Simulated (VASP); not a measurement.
# Cu (P2/m) in VASP: further runs, part 2 of 2

VASP 6.6.1. The steps go on from the part before.

## 3. Single point, PBEsol+D3(BJ) (strain -0.1500 x Voigt [1, 1, 0, 0, 0, 0])

File INCAR:

```
PREC = Accurate
ENCUT = 520
EDIFF = 1E-6
ISMEAR = 0
SIGMA = 0.15
LREAL = False
LASPH = True
NELM = 100
ALGO = Fast
ISIF = 2
LWAVE = False
LCHARG = False
GGA = PS
IVDW = 12
NBANDS = 12
```

File KPOINTS:

```
regular mesh
0
Gamma
  6 26 4
```

File POSCAR:

```
Cu
1.0
    9.8330740458      0.0000000000      0.0000014014
    0.0000000000      1.9164398067      0.0000000000
   -3.9056259950      0.0000000000     21.7431577353
Cu
1
Direct
    0.5000000000      0.5000000000      0.5000000000
```

Potentials or basis: VASP PAW PBE potentials, release 64 (Cu).

Started as:

```bash
> cat potpaw_PBE.64/Cu/POTCAR > POTCAR
> mpirun -np 1 vasp_std > vasp.out
```

OUTCAR:

```text
PREC = Accurate
   ENCUT = 520
   EDIFF = 1E-6
   ISMEAR = 0
   LREAL = False
   LASPH = True
   NELM = 100
   ISIF = 2
   GGA = PS
   IVDW = 12
 IVDW          = 12

 ion  position               nearest neighbor table
   1  0.500  0.500  0.500-

  LATTYP: Found a simple monoclinic cell.
 ALAT       =     9.8330740458
 B/A-ratio  =     0.1948973228
 C/A-ratio  =     2.2466166694
 COS(beta)  =    -0.1767958318

  Lattice vectors:

 A1 = (   9.8330740458,   0.0000000000,   0.0000014014)
 A2 = (   0.0000000000,   1.9164398067,   0.0000000000)
 A3 = (  -3.9056259950,   0.0000000000,  21.7431577353)

Analysis of symmetry for initial positions (statically):
=====================================================================
 Subroutine PRICEL returns:
 Original cell was already a primitive cell.

 Routine SETGRP: Setting up the symmetry group for a
 simple monoclinic supercell.

 Subroutine GETGRP returns: Found  4 space group operations
 (whereof  4 operations were pure point group operations)
 out of a pool of  4 trial point group operations.

The static configuration has the point symmetry C_2h.

Analysis of symmetry for dynamics (positions and initial velocities):
=====================================================================
 Subroutine PRICEL returns:
 Original cell was already a primitive cell.

 Routine SETGRP: Setting up the symmetry group for a
 simple monoclinic supercell.

 Subroutine GETGRP returns: Found  4 space group operations
 (whereof  4 operations were pure point group operations)
 out of a pool of  4 trial point group operations.

The dynamic configuration has the point symmetry C_2h.

 Subroutine INISYM returns: Found  4 space group operations
 (whereof  4 operations are pure point group operations),
 and found     1 'primitive' translations

----------------------------------------------------------------------------------------

                                     Primitive cell

  volume of cell :     409.7388

  direct lattice vectors                    reciprocal lattice vectors
[... 116 lines left out ...]
 non-spin polarized calculation
 RMM-DIIS sequential band-by-band and
 Gauss-broadening in eV      SIGMA  =   0.15
  energy-cutoff  :      520.00
  volume of cell :      409.74
 maximum number of plane-waves:     11150
 NGX is ok and might be reduce to    80
   NGX = 37   NGY =  7   NGZ = 83

 number of electron      10.9999982 magnetization

 Free energy of the ion-electron system (eV)
  ---------------------------------------------------
  ext. energy  EPLUGINS =         0.00000000
  ---------------------------------------------------
  free energy    TOTEN  =        -1.26714116 eV

  energy without entropy =       -1.24631831  energy(sigma->0) =       -1.25672973

 E-fermi :  -4.8132     XC(G=0):  -0.8830

 val. band max:       -4.8477858728   @ k =   0.5000   0.2692   0.0000
 cond. band min:      -4.0139088839   @ k =   0.0000   0.3077   0.0000
 fundamental gap:      0.8338769889
 Fermi energy:        -4.8131800148

 k-point     1 :       0.0000    0.0000    0.0000
  band No.  band energies     occupation
      1     -10.3388      2.00000
      2      -7.0158      2.00000
      3      -6.6846      2.00000
      4      -6.6845      2.00000
      5      -4.8598      1.33940
      6      -4.8597      1.33937
      7      -2.4911      0.00000
      8      -2.4732      0.00000
      9       0.0877      0.00000
     10       0.5250      0.00000
     11       0.5864      0.00000
     12       1.1048      0.00000
[... 331 lines left out ...]
 k-point    24 :       0.5000    0.1923    0.0000
  band No.  band energies     occupation
      1      -8.4051      2.00000
      2      -6.4673      2.00000
      3      -6.4673      2.00000
      4      -6.3926      2.00000
      5      -6.3926      2.00000
      6      -5.9811      2.00000
      7      -0.4176      0.00000
      8      -0.3859      0.00000
      9       2.0346      0.00000
     10       2.2328      0.00000
     11       2.2370      0.00000
     12       2.4244      0.00000

 [... further k-points ...]

------------------------ aborting loop because EDIFF is reached ----------------------------------------

 Edisp (eV)   -0.03461

 E8    (eV) :    -0.0236

  FORCE on cell =-STRESS in cart. coord.  units (eV):
  Direction    XX          YY          ZZ          XY          YZ          ZX
  --------------------------------------------------------------------------------------
  -------------------------------------------------------------------------------------
  Total      -0.01486     9.98490    -0.00858     0.00000     0.00000    -0.00031
  in kB      -0.05812    39.04337    -0.03355     0.00000     0.00000    -0.00121
  external pressure =       12.98 kB  Pullay stress =        0.00 kB

 VOLUME and BASIS-vectors are now :
 -----------------------------------------------------------------------------
  energy-cutoff  :      520.00
  volume of cell :      409.74
      direct lattice vectors                 reciprocal lattice vectors
     9.833074046  0.000000000  0.000001401     0.101697594  0.000000000  0.018267483
     0.000000000  1.916439807  0.000000000     0.000000000  0.521800892  0.000000000
    -3.905625995  0.000000000 21.743157735    -0.000000007  0.000000000  0.045991479

 POSITION                                       TOTAL-FORCE (eV/Angst)
 -----------------------------------------------------------------------------------
      2.96372      0.95822     10.87158         0.000000      0.000000      0.000000
 -----------------------------------------------------------------------------------
    total drift:                                0.000000     -0.000000     -0.000000

  FREE ENERGIE OF THE ION-ELECTRON SYSTEM (eV)
  ---------------------------------------------------
  free  energy   TOTEN  =        -1.3017522265 eV

  energy  without entropy=       -1.2809293698  energy(sigma->0) =       -1.29134080
```

Run time: 15 min. Hardware: 1 thread of AMD EPYC 9R45 (Zen 5), shared host; peak memory 1.1 GiB.

Results:

* Free energy: -1.3018 eV
* Pressure: 1.3 GPa
* Band gap on the k mesh: zero (an odd number of electrons rules out a gap without spin polarisation)
* Dispersion energy per atom: -0.035 eV

Stress tensor (GPa, compression positive):
```
-0.01  0.00  0.00
 0.00  3.90  0.00
 0.00  0.00  0.00
```

Levels at points of the mesh, in eV from the Fermi level:
| k point | band 3 | band 4 | band 5 | band 6 | band 7 | band 8 | band 9 | band 10 |
| --- | --- | --- | --- | --- | --- | --- | --- | --- |
| (0.00, 0.00, 0.00) | -1.87 | -1.87 | -0.05 | -0.05 | 2.32 | 2.34 | 4.90 | 5.34 |
| (0.50, 0.00, 0.00) | -1.87 | -1.87 | -0.05 | -0.05 | 2.31 | 2.33 | 5.36 | 5.49 |
| (0.00, 0.50, 0.00) | -0.96 | -0.96 | -0.10 | 5.67 | 10.54 | 12.56 | 12.58 | 14.02 |
| (0.50, 0.50, 0.00) | -0.96 | -0.96 | -0.10 | 5.67 | 10.55 | 12.54 | 12.56 | 13.96 |
| (0.00, 0.00, 0.50) | -1.87 | -1.87 | -0.05 | -0.05 | 2.32 | 2.34 | 4.92 | 5.20 |
| (0.50, 0.00, 0.50) | -1.87 | -1.87 | -0.05 | -0.05 | 2.31 | 2.33 | 5.37 | 5.50 |
| (0.00, 0.50, 0.50) | -0.96 | -0.96 | -0.10 | 5.67 | 10.54 | 12.56 | 12.58 | 14.02 |
| (0.50, 0.50, 0.50) | -0.96 | -0.96 | -0.10 | 5.67 | 10.55 | 12.54 | 12.56 | 13.96 |

Caveat: the cell differs from its parent crystal (strain -0.1500 x Voigt [1, 1, 0, 0, 0, 0]); the PAW data sets were made with another functional, which shifts forces and pressure a little.
